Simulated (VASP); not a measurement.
**ScAl3: single point with PBE**

The system is ScAl3.

```
Sc Al
1.0
     4.12081    0.25755    0.25755
     0.25755    4.12081    0.25755
     0.25755    0.25755    4.12081
Sc Al
1 3
Direct
  0.00000 0.00000 0.00000
  0.50000 0.00000 0.50000
  0.00000 0.50000 0.50000
  0.50000 0.50000 0.00000
```

This cell differs from its parent crystal: ratio of the length along [111] to the lengths across it x 1.2, volume and fractional coordinates fixed.

```yaml
Program: VASP 6.6.1
Task: single point
Functional: PBE
Potentials_or_basis: VASP PAW PBE potentials, release 64 (Sc_sv, Al)
Cutoff: 520 eV
k_mesh: 14 × 14 × 14
Occupations: gaussian, width 0.15 eV
Spin: no spin polarisation
```

```
Pressure               : 4.9 GPa
Band gap on the k mesh : zero (bands 10 and 11 overlap by 2.60 eV)
```

Stress tensor (GPa, compression positive):
```
 4.91 -8.87 -8.87
-8.87  4.91 -8.87
-8.87 -8.87  4.91
```

Levels at points of the mesh, in eV from the Fermi level:
```
           k point  band 6  band 7  band 8  band 9  band 10  band 11  band 12  band 13  band 14  band 15
(0.00, 0.00, 0.00)   -2.38   -2.38   -2.22   -1.21    -1.21     1.16     1.19     1.19     1.98     4.29
(0.50, 0.00, 0.00)   -7.10   -1.86   -1.45   -1.00    -0.06     0.79     1.29     2.05     2.34     2.56
(0.50, 0.50, 0.00)   -6.06   -4.72   -4.09   -1.03    -0.17     0.78     1.79     2.36     2.59     3.24
(0.50, 0.50, 0.50)   -4.30   -3.93   -3.93   -3.47    -2.21    -2.21     1.23     2.57     2.57     3.56
```

It took 5.1 min on 1 thread of Intel(R) Xeon(R) Platinum 8259CL CPU @ 2.50GHz (Skylake/Cascade Lake) (shared host), peak memory 0.44 GiB.

Caveat: the cell stands under pressure.
